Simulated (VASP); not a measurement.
# Rh (P6_3/mmc) in VASP: further runs

Rh is run at these levels: PBEsol; tasks: single point.

Everything below comes from runs of VASP 6.6.1. Logs are shortened: lines on timing, memory, paths and dates and some standing lists are left out, and cuts for length are marked.

## Step 1: The cell of the first run

Symmetry: P6_3/mmc, No. 194, hexagonal system. Conventional cell: a = 2.743 Å, b = 2.743 Å, c = 4.267 Å, α = 90.00°, β = 90.00°, γ = 120.00°. Within 3.5 Å of Rh (site symmetry -6m2) lie 12 Rh at 2.66 to 2.74 Å.

This isn't the form of Rh at room conditions, which is fcc.

## Step 2: Single point, PBEsol (biaxial strain in the a-b plane: +2.0 %, then relaxed in part)

The input, INCAR:

```
ALGO = Fast
EDIFF = 1E-6
ENCUT = 520
GGA = PS
ISIF = 2
ISMEAR = 0
LASPH = True
LCHARG = False
LREAL = False
LWAVE = False
NBANDS = 22
NELM = 60
PREC = Accurate
SIGMA = 0.1
```

The input, KPOINTS:

```
k-points
0
Gamma
  24 24 12
```

The input, POSCAR:

```
Rh
1.0
    2.7425108064      0.0000000000      0.0000000000
   -1.3712554032      2.3750840285      0.0000000000
    0.0000000000      0.0000000000      4.2669017993
Rh
2
Direct
    0.6666666667      0.3333333333      0.7500000000
    0.3333333333      0.6666666667      0.2500000000
```

Potentials or basis: VASP PAW PBE potentials, release 64 (Rh_pv).

Started as:

```
$ cat potpaw_PBE.64/Rh_pv/POTCAR > POTCAR
$ mpirun -np 1 vasp_std > vasp.out
```

OUTCAR:

```text
EDIFF = 1E-6
   ENCUT = 520
   GGA = PS
   ISIF = 2
   ISMEAR = 0
   LASPH = True
   LREAL = False
   NELM = 60
   PREC = Accurate

 ion  position               nearest neighbor table
   1  0.667  0.333  0.750-   2 2.66   2 2.66   2 2.66   2 2.66   2 2.66   2 2.66
   2  0.333  0.667  0.250-   1 2.66   1 2.66   1 2.66   1 2.66   1 2.66   1 2.66

  LATTYP: Found a hexagonal cell.
 ALAT       =     2.7425108064
 C/A-ratio  =     1.5558377343

  Lattice vectors:

 A1 = (   2.7425108064,   0.0000000000,   0.0000000000)
 A2 = (  -1.3712554032,   2.3750840285,   0.0000000000)
 A3 = (   0.0000000000,   0.0000000000,   4.2669017993)

Analysis of symmetry for initial positions (statically):
=====================================================================
 Subroutine PRICEL returns:
 Original cell was already a primitive cell.

 Routine SETGRP: Setting up the symmetry group for a
 hexagonal supercell.

 Subroutine GETGRP returns: Found 24 space group operations
 (whereof 12 operations were pure point group operations)
 out of a pool of 24 trial point group operations.

The static configuration has the point symmetry D_3d.
 The point group associated with its full space group is D_6h.

Analysis of symmetry for dynamics (positions and initial velocities):
=====================================================================
 Subroutine PRICEL returns:
 Original cell was already a primitive cell.

 Routine SETGRP: Setting up the symmetry group for a
 hexagonal supercell.

 Subroutine GETGRP returns: Found 24 space group operations
 (whereof 12 operations were pure point group operations)
 out of a pool of 24 trial point group operations.

The dynamic configuration has the point symmetry D_3d.
 The point group associated with its full space group is D_6h.

 Subroutine INISYM returns: Found 24 space group operations
 (whereof 12 operations are pure point group operations),
 and found     1 'primitive' translations

----------------------------------------------------------------------------------------

                                     Primitive cell

  volume of cell :      27.7933

  direct lattice vectors                    reciprocal lattice vectors
     2.742510806  0.000000000  0.000000000     0.364629375  0.210518868  0.000000000
    -1.371255403  2.375084028  0.000000000     0.000000000  0.421037735  0.000000000
     0.000000000  0.000000000  4.266901799     0.000000000  0.000000000  0.234362084

  length of vectors
     2.742510806  2.742510806  4.266901799     0.421037735  0.421037735  0.234362084

  position of ions in fractional coordinates (direct lattice)
     0.666666667  0.333333333  0.750000000
     0.333333333  0.666666667  0.250000000

  ion indices of the primitive-cell ions
   primitive index   ion index
                 1           1
                 2           2

----------------------------------------------------------------------------------------

 KPOINTS: k-points

Automatic generation of k-mesh.
 Grid dimensions read from file:
 generate k-points for:   24   24   12

 Generating k-lattice:

  Cartesian coordinates                     Fractional coordinates (reciprocal lattice)
     0.015192891  0.008771619  0.000000000     0.041666667  0.000000000  0.000000000
     0.000000000  0.017543239  0.000000000     0.000000000  0.041666667  0.000000000
     0.000000000  0.000000000  0.019530174     0.000000000  0.000000000  0.083333333

  Length of vectors
     0.017543239  0.017543239  0.019530174

  Shift w.r.t. Gamma in fractional coordinates (k-lattice)
     0.000000000  0.000000000  0.000000000

 Subroutine IBZKPT returns following result:
 ===========================================

 Found    427 irreducible k-points:

 Following reciprocal coordinates:
            Coordinates               Weight
  0.000000  0.000000  0.000000      1.000000
  0.041667 -0.000000  0.000000      6.000000
  0.083333 -0.000000  0.000000      6.000000
  0.125000  0.000000  0.000000      6.000000
  0.166667 -0.000000  0.000000      6.000000
  0.208333  0.000000  0.000000      6.000000
[... 16 lines left out ...]
  0.416667  0.041667  0.000000     12.000000
  0.458333  0.041667  0.000000     12.000000
 [... further k-points ...]
   k-points           NKPTS =    427   k-points in BZ     NKDIM =    427   number of bands    NBANDS=     22
   number of dos      NEDOS =    301   number of ions     NIONS =      2
   total plane-waves  NPLWV =  12800
   dimension x,y,z NGX =    20 NGY =   20 NGZ =   32
   dimension x,y,z NGXF=    40 NGYF=   40 NGZF=   64
   ions per type =               2
   NGX,Y,Z   is equivalent  to a cutoff of  12.12, 12.12, 12.47 a.u.
   NGXF,Y,Z  is equivalent  to a cutoff of  24.25, 24.25, 24.94 a.u.
 SYSTEM =  unknown system
   PREC   = accura    normal or accurate (medium, high low for compatibility)
   ISTART =      0    job   : 0-new  1-cont  2-samecut
   ICHARG =      2    charge: 1-file 2-atom 10-const
[... 70 lines left out ...]
[... 14 lines left out ...]
     21      30.2546      0.00000
     22      30.4029      0.00000

 k-point     2 :       0.0417   -0.0000    0.0000
  band No.  band energies     occupation
      1     -35.5355      2.00000
      2     -34.8668      2.00000
      3     -34.8618      2.00000
      4     -34.7464      2.00000
      5     -34.7388      2.00000
      6     -34.7315      2.00000
[... 14 lines left out ...]
     21      30.3136      0.00000
     22      30.4445      0.00000

 k-point     3 :       0.0833   -0.0000    0.0000
  band No.  band energies     occupation
      1     -35.5236      2.00000
      2     -34.8896      2.00000
      3     -34.8699      2.00000
      4     -34.7629      2.00000
      5     -34.7526      2.00000
      6     -34.7347      2.00000
[... 14 lines left out ...]
     21      30.4574      0.00000
     22      30.4774      0.00000

 k-point     4 :       0.1250    0.0000    0.0000
  band No.  band energies     occupation
      1     -35.5042      2.00000
      2     -34.9261      2.00000
      3     -34.8826      2.00000
      4     -34.8010      2.00000
      5     -34.7629      2.00000
      6     -34.7398      2.00000
[... 14 lines left out ...]
     21      30.1439      0.00000
     22      30.7030      0.00000

 k-point     5 :       0.1667   -0.0000    0.0000
  band No.  band energies     occupation
      1     -35.4780      2.00000
      2     -34.9736      2.00000
      3     -34.8988      2.00000
      4     -34.8500      2.00000
      5     -34.7772      2.00000
      6     -34.7468      2.00000
[... 14 lines left out ...]
     21      29.9553      0.00000
     22      30.1261      0.00000

 k-point     6 :       0.2083    0.0000    0.0000
  band No.  band energies     occupation
      1     -35.4459      2.00000
      2     -35.0292      2.00000
      3     -34.9173      2.00000
      4     -34.9064      2.00000
      5     -34.7955      2.00000
      6     -34.7552      2.00000
[... 14 lines left out ...]
     21      29.0306      0.00000
     22      29.8232      0.00000

 k-point     7 :       0.2500    0.0000    0.0000
  band No.  band energies     occupation
      1     -35.4090      2.00000
      2     -35.0890      2.00000
      3     -34.9659      2.00000
      4     -34.9367      2.00000
      5     -34.8175      2.00000
      6     -34.7646      2.00000
[... 324 lines left out ...]
      6     -34.7836      2.00000
[... 14 lines left out ...]
     21      26.2209      0.00000
     22      27.9072      0.00000

 k-point    21 :       0.3333    0.0417    0.0000
  band No.  band energies     occupation
      1     -35.3043      2.00000
      2     -35.2287      2.00000
      3     -35.1044      2.00000
      4     -34.9827      2.00000
      5     -34.8865      2.00000
      6     -34.7926      2.00000
[... 14 lines left out ...]
     21      25.3939      0.00000
     22      27.3008      0.00000

 k-point    22 :       0.3750    0.0417    0.0000
  band No.  band energies     occupation
      1     -35.2713      2.00000
      2     -35.2654      2.00000
      3     -35.1428      2.00000
      4     -34.9973      2.00000
      5     -34.9149      2.00000
      6     -34.8000      2.00000
[... 14 lines left out ...]
     21      24.7033      0.00000
     22      26.7739      0.00000

 k-point    23 :       0.4167    0.0417    0.0000
  band No.  band energies     occupation
      1     -35.3015      2.00000
      2     -35.2333      2.00000
      3     -35.1698      2.00000
      4     -35.0075      2.00000
      5     -34.9395      2.00000
      6     -34.8053      2.00000
[... 14 lines left out ...]
     21      24.2002      0.00000
     22      26.3348      0.00000

 k-point    24 :       0.4583    0.0417    0.0000
  band No.  band energies     occupation
      1     -35.3171      2.00000
      2     -35.2142      2.00000
      3     -35.1838      2.00000
      4     -35.0126      2.00000
      5     -34.9547      2.00000
      6     -34.8080      2.00000
[... 14 lines left out ...]
     21      23.9318      0.00000
     22      26.0525      0.00000

 [... further k-points ...]

------------------------ aborting loop because EDIFF is reached ----------------------------------------

  FORCE on cell =-STRESS in cart. coord.  units (eV):
  Direction    XX          YY          ZZ          XY          YZ          ZX
  --------------------------------------------------------------------------------------
  -------------------------------------------------------------------------------------
  Total       -1.6594905     -1.6594905     -0.0157865      0.0000000      0.0000000      0.0000000
  in kB      -95.6633060    -95.6633060     -0.9100309      0.0000000      0.0000000      0.0000000
  external PRESSURE =     -64.0788810 kB  Pullay stress =       0.0000000 kB

 VOLUME and BASIS-vectors are now :
 -----------------------------------------------------------------------------
  energy-cutoff  :      520.00
  volume of cell :       27.79
      direct lattice vectors                 reciprocal lattice vectors
     2.742510806  0.000000000  0.000000000     0.364629375  0.210518868  0.000000000
    -1.371255403  2.375084028  0.000000000     0.000000000  0.421037735  0.000000000
     0.000000000  0.000000000  4.266901799     0.000000000  0.000000000  0.234362084

 POSITION                                       TOTAL-FORCE (eV/Angst)
 -----------------------------------------------------------------------------------
      1.37126      0.79169      3.20018        -0.000000      0.000000      0.000000
     -0.00000      1.58339      1.06673         0.000000     -0.000000      0.000000
 -----------------------------------------------------------------------------------
    total drift:                               -0.000000      0.000000     -0.000000

  FREE ENERGIE OF THE ION-ELECTRON SYSTEM (eV)
  ---------------------------------------------------
  free  energy   TOTEN  =       -16.1687436918 eV

  energy  without entropy=      -16.1517310567  energy(sigma->0) =      -16.16023737
```

It took 70 s on 1 thread of AMD EPYC 9R45 (Zen 5), shared host; peak memory 0.26 GiB.

Results:

```yaml
Free_energy: -16.1687 eV
Pressure: -6.4 GPa
Band_gap_on_the_k_mesh: zero (bands 15 and 16 overlap by 2.32 eV)
```

Levels at points of the mesh, in eV from the Fermi level:
| k point | band 13 | band 14 | band 15 | band 16 | band 17 | band 18 |
| --- | --- | --- | --- | --- | --- | --- |
| (0.00, 0.00, 0.00) | -2.44 | -2.18 | -2.18 | 0.10 | 0.10 | 1.04 |
| (0.50, 0.00, 0.00) | -2.08 | 0.22 | 0.59 | 0.73 | 2.85 | 4.88 |
| (0.00, 0.00, 0.50) | -3.07 | -3.07 | -0.44 | -0.44 | -0.44 | -0.44 |
| (0.50, 0.00, 0.50) | -0.37 | -0.37 | 0.45 | 0.45 | 2.55 | 2.55 |

Caveat: the cell differs from its parent crystal (biaxial strain in the a-b plane: +2.0 %, then relaxed in part); the cell stands under tension; the PAW data sets were made with another functional, which shifts forces and pressure a little.

## Step 3: Single point, PBEsol (biaxial strain in the a-b plane: +2.0 %)

The input, INCAR:

```
SYSTEM = Rh
PREC = Accurate ; ENCUT = 520
EDIFF = 1E-6 ; ISMEAR = 0
SIGMA = 0.1 ; LREAL = .False.
LASPH = .True. ; NELM = 60
ALGO = Fast ; ISIF = 2
LWAVE = .False. ; LCHARG = .False.
GGA = PS ; NBANDS = 22
```

The input, KPOINTS:

```
Automatic mesh
0
Gamma
  24 24 12
  0 0 0
```

POSCAR, as its differences from that of step 2:

```diff
@@ -4,3 +4,3 @@
    -1.3712554032      2.3750840285      0.0000000000
-    0.0000000000      0.0000000000      4.2669017993
+    0.0000000000      0.0000000000      4.2770720011
 Rh
```

Potentials or basis: VASP PAW PBE potentials, release 64 (Rh_pv).

Started as:

```
$ cat potpaw_PBE.64/Rh_pv/POTCAR > POTCAR
$ mpirun -np 1 vasp_std > vasp.out
```

It took 71 s on 1 thread of AMD EPYC 9R45 (Zen 5), shared host; peak memory 0.26 GiB.

Results (log left out):

* Free energy: -16.1685 eV
* Pressure: -7.1 GPa
* Band gap on the k mesh: zero (bands 15 and 16 overlap by 2.33 eV)

Stress tensor (GPa, compression positive):
```
-10.00   0.00   0.00
  0.00 -10.00   0.00
  0.00   0.00  -1.22
```

Levels at points of the mesh, in eV from the Fermi level:
```
           k point  band 11  band 12  band 13  band 14  band 15  band 16  band 17  band 18  band 19  band 20
(0.00, 0.00, 0.00)    -2.80    -2.44    -2.44    -2.15    -2.15     0.10     0.10     1.02     8.95    15.58
(0.50, 0.00, 0.00)    -2.54    -2.30    -2.08     0.23     0.60     0.72     2.85     4.88    10.25    10.96
(0.00, 0.00, 0.50)    -3.21    -3.21    -3.07    -3.07    -0.44    -0.44    -0.44    -0.44    14.93    14.93
(0.50, 0.00, 0.50)    -1.80    -1.80    -0.36    -0.36     0.46     0.46     2.55     2.55     9.06     9.06
```

Caveat: the cell differs from its parent crystal (biaxial strain in the a-b plane: +2.0 %); the cell stands under tension; the PAW data sets were made with another functional, which shifts forces and pressure a little.

## Step 4: Single point, PBEsol (biaxial strain in the a-b plane: +4.0 %, then relaxed in part)

The input, INCAR:

```
ALGO = Fast ; EDIFF = 1E-6
ENCUT = 520 ; GGA = PS
ISIF = 2 ; ISMEAR = 0
LASPH = True ; LCHARG = False
LREAL = False ; LWAVE = False
NBANDS = 22 ; NELM = 100
PREC = Accurate ; SIGMA = 0.1
```

The input, KPOINTS:

```
k-points
0
Gamma
  24 24 12
```

The input, POSCAR:

```
Rh
1.0
    2.7962855281      0.0000000000      0.0000000000
   -1.3981427640      2.4216543036      0.0000000000
    0.0000000000      0.0000000000      4.1963089331
Rh
2
Direct
    0.6666666667      0.3333333333      0.7500000000
    0.3333333333      0.6666666667      0.2500000000
```

Started as:

```
$ cat potpaw_PBE.64/Rh_pv/POTCAR > POTCAR
$ mpirun -np 1 vasp_std > vasp.out
```

Run time: 84 s. Hardware: 1 thread of AMD EPYC 9R45 (Zen 5), shared host; peak memory 0.28 GiB.

Results (log left out):

```yaml
Free_energy: -16.0820 eV
Pressure: -10.6 GPa
Band_gap_on_the_k_mesh: zero (bands 15 and 16 overlap by 2.06 eV)
```

Stress tensor (GPa, compression positive):
```
-15.83   0.00   0.00
  0.00 -15.83   0.00
  0.00   0.00  -0.10
```

Levels at points of the mesh, in eV from the Fermi level:
| k point | band 13 | band 14 | band 15 | band 16 | band 17 | band 18 |
| --- | --- | --- | --- | --- | --- | --- |
| (0.00, 0.00, 0.00) | -2.34 | -2.31 | -2.31 | 0.10 | 0.10 | 1.45 |
| (0.50, 0.00, 0.00) | -1.84 | 0.03 | 0.47 | 0.81 | 2.68 | 4.62 |
| (0.00, 0.00, 0.50) | -2.82 | -2.82 | -0.39 | -0.39 | -0.39 | -0.39 |
| (0.50, 0.00, 0.50) | -0.38 | -0.38 | 0.32 | 0.32 | 2.47 | 2.47 |

Caveat: the cell differs from its parent crystal (biaxial strain in the a-b plane: +4.0 %, then relaxed in part); the cell stands under tension; the PAW data sets were made with another functional, which shifts forces and pressure a little.

## Step 5: Single point, PBEsol (biaxial strain in the a-b plane: +4.0 %)

The input, INCAR:

```
SYSTEM = Rh
ALGO = Fast
EDIFF = 1E-7
ENCUT = 520
GGA = PS
ISIF = 2
ISMEAR = 0
LASPH = .TRUE.
LCHARG = .FALSE.
LREAL = .FALSE.
LWAVE = .FALSE.
NBANDS = 22
NELM = 100
PREC = Accurate
SIGMA = 0.1
```

The input, KPOINTS:

```
k-points
0
G
  24 24 12
  0 0 0
```

POSCAR, as its differences from that of step 4:

```diff
@@ -4,3 +4,3 @@
    -1.3981427640      2.4216543036      0.0000000000
-    0.0000000000      0.0000000000      4.1963089331
+    0.0000000000      0.0000000000      4.2251237582
 Rh
```

Started as:

```
$ cat potpaw_PBE.64/Rh_pv/POTCAR > POTCAR
$ mpirun -np 1 vasp_std > vasp.out
```

Run time: 1.9 min. Hardware: 1 thread of AMD EPYC 9R45 (Zen 5), shared host; peak memory 0.28 GiB.

It converged, with:

```yaml
Free_energy: -16.0802 eV
Pressure: -12.4 GPa
Band_gap_on_the_k_mesh: zero (bands 15 and 16 overlap by 2.07 eV)
```

Stress tensor (GPa, compression positive):
```
-16.99   0.00   0.00
  0.00 -16.99   0.00
  0.00   0.00  -3.12
```

Levels at points of the mesh, in eV from the Fermi level:
```tsv
k point	band 11	band 12	band 13	band 14	band 15	band 16	band 17	band 18	band 19	band 20
(0.00, 0.00, 0.00)	-2.45	-2.29	-2.29	-2.28	-2.28	0.09	0.09	1.38	9.15	15.39
(0.50, 0.00, 0.00)	-2.31	-2.31	-1.86	0.06	0.48	0.78	2.68	4.61	10.20	11.03
(0.00, 0.00, 0.50)	-3.19	-3.19	-2.82	-2.82	-0.39	-0.39	-0.39	-0.39	14.92	14.92
(0.50, 0.00, 0.50)	-1.84	-1.84	-0.37	-0.37	0.33	0.33	2.47	2.47	8.74	8.74
```

Caveat: the cell differs from its parent crystal (biaxial strain in the a-b plane: +4.0 %); the cell stands under tension; the PAW data sets were made with another functional, which shifts forces and pressure a little.

## Step 6: Overview

```tsv
cell	further INCAR settings	gap on the mesh (eV)	pressure (GPa)
a = 2.743, b = 2.743, c = 4.267 Å, angles 90.0, 90.0, 120.0°, 2 atoms	ALGO = Fast; EDIFF = 1e-06; NBANDS = 22	none	-6.4
a = 2.743, b = 2.743, c = 4.277 Å, angles 90.0, 90.0, 120.0°, 2 atoms	ALGO = Fast; EDIFF = 1e-06; NBANDS = 22	none	-7.1
a = 2.796, b = 2.796, c = 4.196 Å, angles 90.0, 90.0, 120.0°, 2 atoms	ALGO = Fast; EDIFF = 1e-06; NBANDS = 22	none	-10.6
a = 2.796, b = 2.796, c = 4.225 Å, angles 90.0, 90.0, 120.0°, 2 atoms	ALGO = Fast; EDIFF = 1e-07; NBANDS = 22	none	-12.4
```

Alike in all rows: task single point; level PBEsol; potentials or basis VASP PAW PBE potentials, release 64 (Rh_pv); no spin polarisation; k mesh 24 × 24 × 12; cutoff (eV) 520; smearing gaussian 0.1 eV.

Caveats: the cell stands under tension; the PAW data sets were made with another functional, which shifts forces and pressure a little.

Total energies depend on the potentials used, so only differences within one code and one set of settings carry meaning.
